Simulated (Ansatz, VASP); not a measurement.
## SnSe2: VASP beside Ansatz

Contents of INCAR:

```
PREC = Accurate
ENCUT = 520
EDIFF = 1E-7
ISMEAR = 0
SIGMA = 0.05
LREAL = False
LASPH = True
NELM = 100
ALGO = Normal
ISIF = 2
LWAVE = False
LCHARG = False
GGA = PE
NBANDS = 20
```

KPOINTS

```
Automatic mesh
0
Gamma
  12 12 6
```

The input POSCAR:

```
SnSe2
1.0
    3.8109987816      0.0000000000      0.0000000000
   -1.9054993908      3.3004217586      0.0000000000
    0.0000000000      0.0000000000      6.1370000000
Sn Se
1 2
Direct
    0.0000000000      0.0000000000      0.0000000000
    0.3286732919      0.6573465838      0.2465049689
    0.6620066253      0.3240132505      0.7465049689
```

Input for Ansatz:

```yaml
crystal:
  lattice:
    - [3.8109987816, 0.0, 0.0]
    - [-1.9054993908, 3.3004217586, 0.0]
    - [0.0, 0.0, 6.137]
  atoms:
    - { symbol: Sn, position: [0.0, 0.0, 0.0] }
    - { symbol: Se, position: [0.3286732919, 0.6573465838, 0.2465049689] }
    - { symbol: Se, position: [0.6620066253, 0.3240132505, 0.7465049689] }
basis:
  ecutwfc: 420
kpoints:
  mp_grid: { grid: [12, 12, 6] }
hamiltonian:
  xc: pbe
scf:
  occupations: { method: gaussian, width: 0.05 }
output:
  forces: true
  stress: true
  eigenvalues: true
```

Change from the starting cell: all Se atoms moved +0.037 Å, as atom 2 towards its neighbour atom 1 (Sn) at 2.682 Å.

Alike in both runs: task single point; functional PBE; k mesh 12 × 12 × 6; occupations gaussian, width 0.05 eV; no spin polarisation.

|  | VASP | Ansatz |
| --- | --- | --- |
| version | VASP 6.6.1 | Ansatz 0.2.0 |
| potentials or method | VASP PAW PBE potentials, release 64 (Sn_d, Se), cutoff 520 eV | scalar-relativistic, plane waves, PAW |
| valence electrons in the cell | 26 | 46 |

|  | VASP | Ansatz | Ansatz less VASP |
| --- | --- | --- | --- |
| gap on the k mesh at the Fermi level (eV) | 0.70 | 0.71 | +0.005 |
| least direct gap on the mesh (eV) | 1.09 | 1.10 | +0.011 |
| pressure (GPa) | 5.4 | 5.3 | -0.08 |
| traceless stress, the component that is largest in VASP (GPa) | 0.89 | 0.88 | -0.003 |
| rms of the force components (eV/Å) | 0.388 | 0.381 | -0.0074 |

Atom by atom the forces differ by 0.008 eV/Å (rms over components). VASP's potentials hold 26 valence electrons a cell and Ansatz's 46, so a difference there can come from the potentials and not from the codes.
